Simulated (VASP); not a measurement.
Input of a VASP 6.6.1 run:

The input INCAR:

```
SYSTEM = TiB6
  PREC = Accurate
  ENCUT = 600
  EDIFF = 1E-7
  ISMEAR = 0
  SIGMA = 0.1
  LREAL = .False.
  LASPH = .True.
  NELM = 60
  ALGO = Normal
  ISIF = 3
  LWAVE = .False.
  LCHARG = .False.
  GGA = PE
  IBRION = 2
  NSW = 100
  EDIFFG = -0.01
```

Contents of KPOINTS:

```
Automatic mesh
0
Gamma
  10 10 10
  0 0 0
```

File POSCAR:

```
TiB6
1.0
    0.0000000000      3.0761692429      3.0761692429
    3.0761692429      0.0000000000      3.0761692429
    3.0761692429      3.0761692429      0.0000000000
Ti B
1 6
Direct
    0.5000000000      0.5000000000      0.5000000000
    0.0276871690      0.4723128310      0.4723128310
    0.4723128310      0.0276871690      0.0276871690
    0.4723128310      0.4723128310      0.0276871690
    0.0276871690      0.0276871690      0.4723128310
    0.0276871690      0.4723128310      0.0276871690
    0.4723128310      0.0276871690      0.4723128310
```

Potentials or basis: VASP PAW PBE potentials, release 64 (Ti_sv, B).

Run with:

```bash
$ cat potpaw_PBE.64/Ti_sv/POTCAR potpaw_PBE.64/B/POTCAR > POTCAR
$ mpirun -np 1 vasp_std > vasp.out
```

(1) Predict the band gap on the k mesh.

(2) What does it give for the relaxed cell?

(3) What does it give for the space group after relaxing (to 0.05 Å)?

(4) Predict the relaxed volume.

## Answers

(1) zero (band 15 reaches 6.94 eV, above the bottom of band 16 at 5.01 eV).

(2) a = 4.411 Å, b = 4.411 Å, c = 4.411 Å, α = 60.00°, β = 60.00°, γ = 60.00°.

(3) F-43m (No. 216).

(4) 8.67 Å³/atom.
